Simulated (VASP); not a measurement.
# BN (P6_3/mmc) in VASP: a series of runs

BN is run at these levels: PBEsol; tasks: relaxation of cell and atoms.

Program: VASP 6.6.1. These are calculated values, not measurements. Logs are shortened: lines on timing, memory, paths and dates and some standing lists are left out, and cuts for length are marked.

### 1 The cell of the first run

Symmetry: P6_3/mmc, No. 194, hexagonal system. The conventional cell has a = 2.504 Å, b = 2.504 Å, c = 7.016 Å, α = 90.00°, β = 90.00°, γ = 120.00°. B (site symmetry -6m2) has 3 N at 1.45 Å within 1.9 Å. Within 1.9 Å of N (site symmetry -6m2) lie 3 B at 1.45 Å.

### 2 Relaxation of cell and atoms, PBEsol, target pressure 2 GPa, at which the enthalpy is minimised

Contents of INCAR:

```
SYSTEM = BN
ALGO = Normal ; EDIFF = 1E-7
EDIFFG = -0.002 ; ENCUT = 600
GGA = PS ; GGA_COMPAT = .FALSE.
IBRION = 2 ; ISIF = 3
ISMEAR = 0 ; LASPH = .TRUE.
LCHARG = .FALSE. ; LREAL = .FALSE.
LWAVE = .FALSE. ; NELM = 120
NELMIN = 4 ; NSW = 100
PREC = Accurate ; PSTRESS = 20.0
SIGMA = 0.01
```

Contents of KPOINTS:

```
k-points
0
G
  10 10 4
  0 0 0
```

Contents of POSCAR:

```
BN
1.0
    2.5043523426      0.0000000000      0.0000000000
   -1.2521761713      2.1688327487      0.0000000000
    0.0000000000      0.0000000000      7.0158653084
B N
2 2
Direct
    0.3333333333      0.6666666667      0.2500000000
    0.6666666667      0.3333333333      0.7500000000
    0.3333333333      0.6666666667      0.7500000000
    0.6666666667      0.3333333333      0.2500000000
```

Potentials or basis: VASP PAW PBE potentials, release 64 (B, N).

Started as:

```
$ cat potpaw_PBE.64/B/POTCAR potpaw_PBE.64/N/POTCAR > POTCAR
$ mpirun -np 1 vasp_std > vasp.out
```

OUTCAR:

```text
SYSTEM = BN
   EDIFF = 1E-7
   EDIFFG = -0.002
   ENCUT = 600
   GGA = PS
   IBRION = 2
   ISIF = 3
   ISMEAR = 0
   LASPH = .TRUE.
   LREAL = .FALSE.
   NELM = 120
   NELMIN = 4
   NSW = 100
   PREC = Accurate
   PSTRESS = 20.0

 ion  position               nearest neighbor table
   1  0.333  0.667  0.250-   4 1.45   4 1.45   4 1.45
   2  0.667  0.333  0.750-   3 1.45   3 1.45   3 1.45
   3  0.333  0.667  0.750-   2 1.45   2 1.45   2 1.45
   4  0.667  0.333  0.250-   1 1.45   1 1.45   1 1.45

  LATTYP: Found a hexagonal cell.
 ALAT       =     2.5043523426
 C/A-ratio  =     2.8014689423

  Lattice vectors:

 A1 = (   2.5043523426,   0.0000000000,   0.0000000000)
 A2 = (  -1.2521761713,   2.1688327487,   0.0000000000)
 A3 = (   0.0000000000,   0.0000000000,   7.0158653084)

Analysis of symmetry for initial positions (statically):
=====================================================================
 Subroutine PRICEL returns:
 Original cell was already a primitive cell.

 Routine SETGRP: Setting up the symmetry group for a
 hexagonal supercell.

 Subroutine GETGRP returns: Found 24 space group operations
 (whereof 12 operations were pure point group operations)
 out of a pool of 24 trial point group operations.

The static configuration has the point symmetry D_3d.
 The point group associated with its full space group is D_6h.

Analysis of symmetry for dynamics (positions and initial velocities):
=====================================================================
 Subroutine PRICEL returns:
 Original cell was already a primitive cell.

 Routine SETGRP: Setting up the symmetry group for a
 hexagonal supercell.

 Subroutine GETGRP returns: Found 24 space group operations
 (whereof 12 operations were pure point group operations)
 out of a pool of 24 trial point group operations.

The dynamic configuration has the point symmetry D_3d.
 The point group associated with its full space group is D_6h.

 Subroutine INISYM returns: Found 24 space group operations
 (whereof 12 operations are pure point group operations),
 and found     1 'primitive' translations

----------------------------------------------------------------------------------------

                                     Primitive cell

  volume of cell :      38.1068

  direct lattice vectors                    reciprocal lattice vectors
     2.504352343  0.000000000  0.000000000     0.399304835  0.230538754  0.000000000
    -1.252176171  2.168832749  0.000000000     0.000000000  0.461077508  0.000000000
     0.000000000  0.000000000  7.015865308     0.000000000  0.000000000  0.142534093

  length of vectors
     2.504352343  2.504352343  7.015865308     0.461077508  0.461077508  0.142534093
[... 110 lines left out ...]
   GGA     = PS    functional components
   LHFCALC =     F    Hartree Fock is set to
   AEXX    =    0.0000 exact exchange contribution
   IVDW    =     0    specifies the selected vdW correction
   LEPSILON=     F    determine dielectric tensor
   LRPA    =     F    only Hartree local field effects (RPA)
 conjugate gradient relaxation of ions
 non-spin polarized calculation
 Gauss-broadening in eV      SIGMA  =   0.01
  energy-cutoff  :      600.00
  volume of cell :       38.11
 maximum number of plane-waves:      1293
 NGX is ok and might be reduce to    20
   NGX =  9   NGY =  9   NGZ = 29

--------------------------------------- Ionic step        1  -------------------------------------------

 number of electron      16.0000000 magnetization

 Free energy of the ion-electron system (eV)
  ---------------------------------------------------
  ext. energy  EPLUGINS =         0.00000000
  ---------------------------------------------------
  free energy    TOTEN  =       -36.57771927 eV

  energy without entropy =      -36.57771927  energy(sigma->0) =      -36.57771927

------------------------ aborting loop because EDIFF is reached ----------------------------------------

  FORCE on cell =-STRESS in cart. coord.  units (eV):
  Direction    XX          YY          ZZ          XY          YZ          ZX
  --------------------------------------------------------------------------------------
  -------------------------------------------------------------------------------------
  Total        0.0682785      0.0682785     -0.0540278     -0.0000000     -0.0000000      0.0000000
  in kB        2.8707266      2.8707266     -2.2715667     -0.0000000     -0.0000000      0.0000000
  external PRESSURE =     -18.8433712 kB  Pullay stress =      20.0000000 kB
[... 67 lines left out ...]
--------------------------------------- Ionic step        3  -------------------------------------------

 number of electron      15.9999999 magnetization

 E-fermi :   1.9479     XC(G=0):  -9.9738

 val. band max:        1.8292677272   @ k =   0.3000   0.3000   0.0000
 cond. band min:       6.0934459340   @ k =   0.5000   0.0000   0.0000
 fundamental gap:      4.2641782068
 Fermi energy:         1.9478500474

 k-point     1 :       0.0000    0.0000    0.0000
  band No.  band energies     occupation
      1     -15.9395      2.00000
      2     -15.7367      2.00000
      3      -4.2957      2.00000
      4      -2.6123      2.00000
      5       0.5304      2.00000
      6       0.5304      2.00000
      7       0.5520      2.00000
      8       0.5520      2.00000
      9       6.6087      0.00000
     10      11.4124      0.00000
     11      13.4211      0.00000
     12      13.4213      0.00000
[... 380 lines left out ...]
  energy  without entropy=      -36.5752923245  energy(sigma->0) =      -36.57529232

  enthalpy is  TOTEN    =       -36.1042966625 eV   P V=        0.4709956620

[... ionic steps 4 to 8 ...]

--------------------------------------- Ionic step        9  -------------------------------------------

 number of electron      15.9999998 magnetization

------------------------ aborting loop because EDIFF is reached ----------------------------------------
[... 75 lines left out ...]
--------------------------------------- Ionic step       11  -------------------------------------------

 number of electron      15.9999998 magnetization

 Free energy of the ion-electron system (eV)
  ---------------------------------------------------
  ext. energy  EPLUGINS =         0.00000000
  ---------------------------------------------------
  free energy    TOTEN  =       -36.56339161 eV

  energy without entropy =      -36.56339161  energy(sigma->0) =      -36.56339161

 E-fermi :   2.7104     XC(G=0): -10.6080

 val. band max:        2.6394839413   @ k =   0.3000   0.3000   0.0000
 cond. band min:       6.6824316272   @ k =   0.5000   0.0000   0.0000
 fundamental gap:      4.0429476858
 Fermi energy:         2.7104170230

 k-point     1 :       0.0000    0.0000    0.0000
  band No.  band energies     occupation
      1     -15.2670      2.00000
      2     -14.8447      2.00000
      3      -3.9559      2.00000
      4      -1.2713      2.00000
      5       1.2665      2.00000
      6       1.2665      2.00000
      7       1.3246      2.00000
      8       1.3246      2.00000
      9       7.9301      0.00000
     10      13.2948      0.00000
     11      14.0798      0.00000
     12      14.0798      0.00000
[... 380 lines left out ...]
  energy  without entropy=      -36.5633916124  energy(sigma->0) =      -36.56339161

  enthalpy is  TOTEN    =       -36.1338908528 eV   P V=        0.4295007596

 reached required accuracy - stopping structural energy minimisation
```

CONTCAR:

```text
BN
   1.00000000000000
     2.5011359656686376    0.0000000000000000    0.0000000000000000
    -1.2505679828343188    2.1660472845660661   -0.0000000000000000
     0.0000000000000000   -0.0000000000000000    6.3509587025913294
  B               N
     2     2
Direct
     0.3333333332999970    0.6666666667000030    0.2500000000000000
     0.6666666667000030    0.3333333332999970    0.7500000000000000
     0.3333333332999970    0.6666666667000030    0.7500000000000000
     0.6666666667000030    0.3333333332999970    0.2500000000000000

  0.00000000E+00  0.00000000E+00  0.00000000E+00
  0.00000000E+00  0.00000000E+00  0.00000000E+00
  0.00000000E+00  0.00000000E+00  0.00000000E+00
  0.00000000E+00  0.00000000E+00  0.00000000E+00
```

Run time: 4.5 min. Hardware: 1 thread of Intel Xeon 8259CL, shared host; peak memory 0.17 GiB.

What came out:

* Free energy: -36.5634 eV
* Relaxed volume: 8.60 Å³/atom
* Relaxed cell: a = 2.501 Å, b = 2.501 Å, c = 6.351 Å, α = 90.00°, β = 90.00°, γ = 120.00°
* Space group after relaxing (to 0.1 Å): P6_3/mmc (No. 194)
* Energy change on relaxing (the run minimises the enthalpy): +3.6 meV/atom
* Ionic steps: 11
* Pressure after relaxing: 2.0 GPa
* Band gap on the k mesh: 4.04 eV (least direct gap 4.44 eV)

Step by step:
| step | energy change (eV) | largest force (eV/Å) | pressure (GPa) | volume (Å³) |
| --- | --- | --- | --- | --- |
| 1 | 0.0000 | 0.0000 | 0.12 | 38.11 |
| 2 | 0.0063 | 0.0000 | 3.61 | 37.49 |
| 3 | 0.0024 | 0.0000 | 2.22 | 37.73 |
| 4 | 0.0021 | 0.0000 | 2.22 | 37.46 |
| 5 | 0.0019 | 0.0000 | 2.24 | 36.66 |
| 6 | 0.0082 | 0.0000 | 2.47 | 35.05 |
| 7 | 0.0790 | 0.0000 | 4.14 | 31.82 |
| 8 | 0.0128 | 0.0000 | 2.60 | 34.56 |
| 9 | 0.0154 | 0.0000 | 2.67 | 34.33 |
| 10 | 0.0146 | 0.0000 | -1.46 | 34.80 |
| 11 | 0.0143 | 0.0000 | 1.99 | 34.41 |

Final structure:
```xyz
4
Lattice="2.5011 0.0000 0.0000 -1.2506 2.1660 0.0000 0.0000 0.0000 6.3510" Properties=species:S:1:pos:R:3 pbc="T T T"
B     0.0000    1.4440    1.5877
B     1.2506    0.7220    4.7632
N     0.0000    1.4440    4.7632
N     1.2506    0.7220    1.5877
```

Levels at points of the mesh, in eV from the valence-band top:
```tsv
k point	band 6	band 7	band 8	band 9	band 10	band 11
(0.00, 0.00, 0.00)	-1.37	-1.31	-1.31	5.29	10.66	11.44
(0.50, 0.00, 0.00)	-4.12	-1.70	-0.40	4.04	5.75	9.46
(0.00, 0.00, 0.50)	-1.34	-1.34	-1.34	7.95	7.95	11.53
(0.50, 0.00, 0.50)	-4.17	-1.01	-1.01	4.57	4.57	9.86
```

Caveat: the cell is relaxed towards a set pressure, so the run minimises the enthalpy, not the energy; the PAW data sets were made with another functional, which shifts forces and pressure a little; this functional lacks dispersion, which binds the layers, so the pressure and a relaxed spacing across them are unreliable.

(Part 1 of 2 ends here.)
